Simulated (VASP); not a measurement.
## P: single point with PBE+D3(BJ)

P:

```
P
1.0
     2.37790    0.00000    0.00000
     0.00000    2.37790    0.00000
     0.00000    0.00000    2.37794
P
1
Direct
  0.00000 0.00000 0.00000
```

```
Program             : VASP 6.6.1
Task                : single point
Functional          : PBE
Dispersion          : D3(BJ)
Potentials or basis : VASP PAW PBE potentials, release 64 (P)
Cutoff              : 520 eV
k mesh              : 18 × 18 × 18
Occupations         : gaussian, width 0.1 eV
Spin                : no spin polarisation
```

```
Pressure                   : 4.6 GPa
Dispersion energy per atom : -0.526 eV
```

Levels at points of the mesh, in eV from the Fermi level:
```
           k point  band 1  band 2  band 3  band 4  band 5  band 6
(0.00, 0.00, 0.00)  -17.25    5.56    5.56    5.56    6.77    6.77
(0.50, 0.00, 0.00)  -12.51   -9.29    8.73    8.73    9.51   14.79
(0.50, 0.50, 0.00)   -7.31   -5.58   -5.58    0.58   11.70   17.51
(0.00, 0.00, 0.50)  -12.51   -9.29    8.73    8.73    9.51   14.79
(0.50, 0.00, 0.50)   -7.31   -5.58   -5.58    0.58   11.70   17.51
(0.50, 0.50, 0.50)   -2.19   -2.19   -2.19   -0.61    4.49    4.49
```

Run time: 21 s on 1 thread of Intel(R) Xeon(R) Platinum 8488C (Sapphire Rapids), with other jobs on the host, peak memory 0.16 GiB.

Caveat: pairwise dispersion overbinds metals, which lowers pressure and volume.
